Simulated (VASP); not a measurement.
# Cu (I4/mmm) in VASP: further runs, part 2 of 2

VASP 6.6.1. The steps go on from the part before.

## (3) Single point, LDA

This run uses another cell than the first one, of 11.62 Å³/atom.

The input, INCAR:

```
PREC     = Accurate       # precision mode
ENCUT    = 520            # plane-wave cutoff, eV
EDIFF    = 1E-6           # SCF threshold, eV
ISMEAR   = 0              # smearing method
SIGMA    = 0.15           # smearing width, eV
LREAL    = False          # projectors in reciprocal space
LASPH    = True           # aspherical terms in the spheres
NELM     = 100            # most SCF steps
ALGO     = Normal         # electronic algorithm
ISIF     = 2              # what is computed and relaxed
LWAVE    = False          # write WAVECAR
LCHARG   = False          # write CHGCAR
GGA      = CA             # functional
NBANDS   = 12             # bands
```

The input, KPOINTS:

```
regular mesh
0
Gamma
  22 22 22
```

The input, POSCAR:

```
Cu
1.0
   -1.4452500000      1.4452500000      1.3913500000
    1.4452500000     -1.4452500000      1.3913500000
    1.4452500000      1.4452500000     -1.3913500000
Cu
1
Direct
    0.0000000000      0.0000000000      0.0000000000
```

Potentials or basis: VASP PAW LDA potentials, release 64 (Cu).

On the command line:

```sh
$ cat potpaw_LDA.64/Cu/POTCAR > POTCAR
$ mpirun -np 1 vasp_std > vasp.out
```

OUTCAR:

```text
PREC = Accurate
   ENCUT = 520
   EDIFF = 1E-6
   ISMEAR = 0
   LREAL = False
   LASPH = True
   NELM = 100
   ISIF = 2
   GGA = CA

 ion  position               nearest neighbor table
   1  0.000  0.000  0.000-

  LATTYP: Found a body centered tetragonal cell.
 ALAT       =     2.8905000000
 C/A-ratio  =     0.9627054143

  Lattice vectors:

 A1 = (  -1.4452500000,   1.4452500000,   1.3913500000)
 A2 = (   1.4452500000,  -1.4452500000,   1.3913500000)
 A3 = (   1.4452500000,   1.4452500000,  -1.3913500000)

Analysis of symmetry for initial positions (statically):
=====================================================================
 Subroutine PRICEL returns:
 Original cell was already a primitive cell.

 Routine SETGRP: Setting up the symmetry group for a
 body centered tetragonal supercell.

 Subroutine GETGRP returns: Found 16 space group operations
 (whereof 16 operations were pure point group operations)
 out of a pool of 16 trial point group operations.

The static configuration has the point symmetry D_4h.

Analysis of symmetry for dynamics (positions and initial velocities):
=====================================================================
 Subroutine PRICEL returns:
 Original cell was already a primitive cell.

 Routine SETGRP: Setting up the symmetry group for a
 body centered tetragonal supercell.

 Subroutine GETGRP returns: Found 16 space group operations
 (whereof 16 operations were pure point group operations)
 out of a pool of 16 trial point group operations.

The dynamic configuration has the point symmetry D_4h.

 Subroutine INISYM returns: Found 16 space group operations
 (whereof 16 operations are pure point group operations),
 and found     1 'primitive' translations

----------------------------------------------------------------------------------------

                                     Primitive cell

  volume of cell :      11.6247

[... 113 lines left out ...]
   AEXX    =    0.0000 exact exchange contribution
   IVDW    =     0    specifies the selected vdW correction
   LEPSILON=     F    determine dielectric tensor
   LRPA    =     F    only Hartree local field effects (RPA)
 non-spin polarized calculation
 Gauss-broadening in eV      SIGMA  =   0.15
  energy-cutoff  :      520.00
  volume of cell :       11.62
 maximum number of plane-waves:       331
   NGX =  9   NGY =  9   NGZ =  9

 number of electron      10.9999989 magnetization

 Free energy of the ion-electron system (eV)
  ---------------------------------------------------
  ext. energy  EPLUGINS =         0.00000000
  ---------------------------------------------------
  free energy    TOTEN  =        -4.65003288 eV

  energy without entropy =       -4.64539259  energy(sigma->0) =       -4.64771274

 E-fermi :   7.5375     XC(G=0): -13.1968

 val. band max:        7.5302631406   @ k =   0.5000   0.1818   0.1364
 cond. band min:       7.5384392081   @ k =  -0.2727  -0.3182   0.2727
 fundamental gap:      0.0081760675
 Fermi energy:         7.5374934434

 k-point     1 :       0.0000    0.0000    0.0000
  band No.  band energies     occupation
      1      -1.9252      2.00000
      2       4.2366      2.00000
      3       4.3907      2.00000
      4       4.3907      2.00000
      5       5.3023      2.00000
      6       5.4673      2.00000
      7      32.4504      0.00000
      8      32.4504      0.00000
      9      33.4256      0.00000
     10      35.9333      0.00000
     11      35.9333      0.00000
     12      36.4266      0.00000
[... 331 lines left out ...]
 k-point    24 :      -0.4545    0.0455    0.0000
  band No.  band energies     occupation
      1       2.3578      2.00000
      2       3.5879      2.00000
      3       5.3601      2.00000
      4       5.3950      2.00000
      5       5.8063      2.00000
      6       6.5871      2.00000
      7      13.4132      0.00000
      8      24.1387      0.00000
      9      25.0739      0.00000
     10      29.4831      0.00000
     11      32.3732      0.00000
     12      41.5550      0.00000

 [... further k-points ...]

------------------------ aborting loop because EDIFF is reached ----------------------------------------

  FORCE on cell =-STRESS in cart. coord.  units (eV):
  Direction    XX          YY          ZZ          XY          YZ          ZX
  --------------------------------------------------------------------------------------
  -------------------------------------------------------------------------------------
  Total       -0.6395826     -0.6395826     -0.6842278      0.0000000      0.0000000      0.0000000
  in kB      -88.1505162    -88.1505162    -94.3037497      0.0000000      0.0000000      0.0000000
  external PRESSURE =     -90.2015940 kB  Pullay stress =       0.0000000 kB

 VOLUME and BASIS-vectors are now :
 -----------------------------------------------------------------------------
  energy-cutoff  :      520.00
  volume of cell :       11.62
      direct lattice vectors                 reciprocal lattice vectors
    -1.445250000  1.445250000  1.391350000     0.000000000  0.345960906  0.359363208
     1.445250000 -1.445250000  1.391350000     0.345960906  0.000000000  0.359363208
     1.445250000  1.445250000 -1.391350000     0.345960906  0.345960906  0.000000000

 POSITION                                       TOTAL-FORCE (eV/Angst)
 -----------------------------------------------------------------------------------
      0.00000      0.00000      0.00000        -0.000000      0.000000     -0.000000
 -----------------------------------------------------------------------------------
    total drift:                                0.000000     -0.000000      0.000000

  FREE ENERGIE OF THE ION-ELECTRON SYSTEM (eV)
  ---------------------------------------------------
  free  energy   TOTEN  =        -4.6500328849 eV

  energy  without entropy=       -4.6453925939  energy(sigma->0) =       -4.64771274
```

OSZICAR:

```text
N       E                     dE             d eps       ncg     rms          rms(c)
DAV:   1     0.415410302635E+02    0.41541E+02   -0.53673E+03 22496   0.157E+03
DAV:   2    -0.426851605097E+01   -0.45810E+02   -0.42267E+02 20680   0.205E+02
DAV:   3    -0.562844709401E+01   -0.13599E+01   -0.13511E+01 23168   0.406E+01
DAV:   4    -0.563720641798E+01   -0.87593E-02   -0.87581E-02 22632   0.286E+00
DAV:   5    -0.563729252303E+01   -0.86105E-04   -0.86105E-04 23332   0.288E-01    0.787E+00
DAV:   6    -0.506082420803E+01    0.57647E+00   -0.15145E+01 23228   0.762E+01    0.406E+00
DAV:   7    -0.466620218368E+01    0.39462E+00   -0.24302E+00 23520   0.307E+01    0.617E-01
DAV:   8    -0.465130830601E+01    0.14894E-01   -0.67794E-03 24652   0.965E-01    0.257E-01
DAV:   9    -0.465002118201E+01    0.12871E-02   -0.60687E-03 25180   0.132E+00    0.165E-02
DAV:  10    -0.465003097015E+01   -0.97881E-05   -0.29633E-05 28116   0.864E-02    0.462E-03
DAV:  11    -0.465003287952E+01   -0.19094E-05   -0.49673E-07 15588   0.106E-02    0.438E-04
DAV:  12    -0.465003288486E+01   -0.53315E-08   -0.45363E-08 10924   0.249E-03
   1 F= -.46500329E+01 E0= -.46477127E+01  d E =-.464029E-02
```

Run time: 37 s. Hardware: 1 thread of AMD EPYC 9R45 (Zen 5), shared host; peak memory 0.18 GiB.

What came out:

| Property | Result |
| --- | --- |
| Free energy | -4.6500 eV |
| Pressure | -9.0 GPa |
| Band gap on the k mesh | zero (an odd number of electrons rules out a gap without spin polarisation) |

Caveat: the cell stands under tension.

## (4) Single point, LDA

This run uses another cell than the first one, of 11.77 Å³/atom.

The input, INCAR:

```
ALGO     = Normal         # electronic algorithm
EDIFF    = 1E-6           # SCF threshold, eV
ENCUT    = 520            # plane-wave cutoff, eV
GGA      = CA             # functional
ISIF     = 2              # what is computed and relaxed
ISMEAR   = 0              # smearing method
LASPH    = T              # aspherical terms in the spheres
LCHARG   = F              # write CHGCAR
LREAL    = F              # projectors in reciprocal space
LWAVE    = F              # write WAVECAR
NBANDS   = 12             # bands
NELM     = 100            # most SCF steps
PREC     = Accurate       # precision mode
SIGMA    = 0.15           # smearing width, eV
```

The input, KPOINTS:

```
k-points
0
Gamma
  22 22 22
```

The input, POSCAR:

```
Cu
1.0
   -1.4631000000      1.4631000000      1.3746000000
    1.4631000000     -1.4631000000      1.3746000000
    1.4631000000      1.4631000000     -1.3746000000
Cu
1
Direct
    0.0000000000      0.0000000000      0.0000000000
```

On the command line:

```sh
$ cat potpaw_LDA.64/Cu/POTCAR > POTCAR
$ mpirun -np 1 vasp_std > vasp.out
```

It took 38 s on 1 thread of AMD EPYC 9R45 (Zen 5), shared host; peak memory 0.18 GiB.

The run converged. Its results:

```yaml
Free_energy: -4.6418 eV
Pressure: -10.6 GPa
Band_gap_on_the_k_mesh: zero (an odd number of electrons rules out a gap without spin polarisation)
```

Stress tensor (GPa, compression positive):
```
-10.51   0.00   0.00
  0.00 -10.51   0.00
  0.00   0.00 -10.77
```

Levels at points of the mesh, in eV from the Fermi level:
```csv
k point,band 4,band 5,band 6,band 7,band 8,band 9
"(0.00, 0.00, 0.00)",-3.07,-2.28,-2.01,24.45,24.45,26.18
"(0.50, 0.00, 0.00)",-1.90,-1.39,-0.40,4.58,16.88,17.02
"(0.50, 0.50, 0.00)",-2.08,-1.42,-0.87,3.90,18.69,18.71
"(0.50, 0.50, 0.50)",-1.59,-1.52,7.39,7.39,9.78,13.13
```

Caveat: the cell stands under tension.

## (5) Single point, LDA

This run uses another cell than the first one, of 11.77 Å³/atom.

The input, INCAR:

```
  PREC = Accurate
  ENCUT = 520
  EDIFF = 1E-6
  ISMEAR = 0
  SIGMA = 0.15
  LREAL = False
  LASPH = True
  NELM = 100
  ALGO = Normal
  ISIF = 2
  LWAVE = False
  LCHARG = False
  GGA = CA
  NBANDS = 12
```

The input, KPOINTS:

```
Automatic mesh
0
Gamma
  22 22 22
```

The input, POSCAR:

```
Cu
1.0
   -1.4452500000      1.4452500000      1.4081500000
    1.4452500000     -1.4452500000      1.4081500000
    1.4452500000      1.4452500000     -1.4081500000
Cu
1
Direct
    0.0000000000      0.0000000000      0.0000000000
```

On the command line:

```sh
$ cat potpaw_LDA.64/Cu/POTCAR > POTCAR
$ mpirun -np 1 vasp_std > vasp.out
```

Run time: 38 s. Hardware: 1 thread of AMD EPYC 9R45 (Zen 5), shared host; peak memory 0.18 GiB.

The run converged. Its results:

```yaml
Free_energy: -4.6411 eV
Pressure: -10.6 GPa
Band_gap_on_the_k_mesh: zero (an odd number of electrons rules out a gap without spin polarisation)
```

Stress tensor (GPa, compression positive):
```
-10.43   0.00   0.00
  0.00 -10.43   0.00
  0.00   0.00 -10.96
```

Levels at points of the mesh, in eV from the Fermi level:
| k point | band 3 | band 4 | band 5 | band 6 | band 7 | band 8 | band 9 | band 10 |
| --- | --- | --- | --- | --- | --- | --- | --- | --- |
| (0.00, 0.00, 0.00) | -3.12 | -3.12 | -2.18 | -2.07 | 24.94 | 24.94 | 25.58 | 28.15 |
| (0.50, 0.00, 0.00) | -2.15 | -1.98 | -1.39 | -0.51 | 4.44 | 17.20 | 17.32 | 21.24 |
| (0.50, 0.50, 0.00) | -2.25 | -2.04 | -1.40 | -0.70 | 4.15 | 17.96 | 18.01 | 21.87 |
| (0.50, 0.50, 0.50) | -1.57 | -1.57 | -1.55 | 7.84 | 7.84 | 8.82 | 13.49 | 13.88 |

Caveat: the cell stands under tension.

## (6) Overview

```tsv
cell	gap on the mesh (eV)	pressure (GPa)
a = 2.463 Å, angles 108.1, 108.1, 112.2°, 1 atom	none	-7.2
a = 2.473 Å, angles 108.5, 108.5, 111.5°, 1 atom	none	-9.0
a = 2.484 Å, angles 107.8, 107.8, 112.8°, 1 atom	none	-10.6
a = 2.482 Å, angles 108.8, 108.8, 110.9°, 1 atom	none	-10.6
```

Alike in all rows: task single point; level LDA; potentials or basis VASP PAW LDA potentials, release 64 (Cu); no spin polarisation; k mesh 22 × 22 × 22; cutoff (eV) 520; smearing gaussian 0.15 eV.

Caveats: the cell stands under tension.

Absolute energies hang on the potentials; compare differences alone.
